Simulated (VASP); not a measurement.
Write the native input for VASP 6.6.1 that does the following.

```
Task                   : single point
Functional             : PBE
Potentials or basis    : VASP PAW PBE potentials, release 64 (Zn, Mo_sv)
Cutoff                 : 520 eV
k mesh                 : 6 × 6 × 6
Occupations            : methfessel-paxton, width 0.1 eV
Spin                   : no spin polarisation
Dipole correction      : no
Further INCAR settings : ALGO = Normal; EDIFF = 1e-06; NBANDS = 35
```

The structure of ZnMo3 lies in POSCAR:

```
ZnMo3
1.0
    3.8763079677      0.0000000000      0.0000000000
    0.0000000000      3.8763079677      0.0000000000
    0.0000000000      0.0000000000      3.8763079677
Zn Mo
1 3
Direct
    0.0000000000      0.0000000000      0.0000000000
    0.0000000000      0.5000000000      0.5000000000
    0.5000000000      0.0000000000      0.5000000000
    0.5000000000      0.5000000000      0.0000000000
```

The input as run:

INCAR

```
SYSTEM = ZnMo3
PREC = Accurate
ENCUT = 520
EDIFF = 1E-6
ISMEAR = 1
SIGMA = 0.1
LREAL = .FALSE.
LASPH = .TRUE.
NELM = 100
ALGO = Normal
ISIF = 2
LWAVE = .FALSE.
LCHARG = .FALSE.
GGA = PE
NBANDS = 35
```

KPOINTS

```
regular mesh
0
G
  6 6 6
  0 0 0
```

Potentials or basis: VASP PAW PBE potentials, release 64 (Zn, Mo_sv).

Command:

```sh
$ cat potpaw_PBE.64/Zn/POTCAR potpaw_PBE.64/Mo_sv/POTCAR > POTCAR
$ mpirun -np 1 vasp_std > vasp.out
```

Results of the run:

* Pressure: 11.1 GPa
* Band gap on the k mesh: zero (bands 27 and 28 overlap by 1.50 eV)

Caveat: the cell stands under pressure.

It took 70 s on 1 thread of Intel Xeon 8259CL, on a shared host, peak memory 0.19 GiB.
